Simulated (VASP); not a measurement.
Write the native input for VASP 6.6.1 that does the following.

```yaml
Task: single point
Functional: PBE
Potentials_or_basis: VASP PAW PBE potentials, release 64 (Mo_sv)
Cutoff: 520 eV
k_mesh: 14 × 14 × 14
Occupations: fermi-dirac, width 0.1 eV
Spin: no spin polarisation
Dipole_correction: no
Further_INCAR_settings: ALGO = Normal; EDIFF = 1e-06; NBANDS = 13
```

The structure of Mo lies in POSCAR:

```
Mo
1.0
    2.5687433526      0.0000000000      0.0000000000
    0.0000000000      2.5687433526      0.0000000000
    0.0000000000      0.0000000000      2.5687433526
Mo
1
Direct
    0.0000000000      0.0000000000      0.0000000000
```

This cell differs from its parent crystal: volume scaled by 0.96.

These files were run (other wordings do the same):

INCAR

```
SYSTEM = Mo
ALGO = Normal
EDIFF = 1E-6
ENCUT = 520
GGA = PE
ISIF = 2
ISMEAR = -1
LASPH = .True.
LCHARG = .False.
LREAL = .False.
LWAVE = .False.
NBANDS = 13
NELM = 60
PREC = Accurate
SIGMA = 0.1
```

KPOINTS

```
k-points
0
Gamma
  14 14 14
  0 0 0
```

Potentials or basis: VASP PAW PBE potentials, release 64 (Mo_sv).

Command:

```sh
$ cat potpaw_PBE.64/Mo_sv/POTCAR > POTCAR
$ mpirun -np 1 vasp_std > vasp.out
```

It gave:

```
Pressure               : 7.8 GPa
Band gap on the k mesh : zero (band 7 reaches 12.81 eV, above the bottom of band 8 at 10.44 eV)
```

It took 7.4 s on 1 thread of AMD EPYC 9R45 96-Core Processor (Zen 5), with other jobs on the host, peak memory 0.11 GiB.
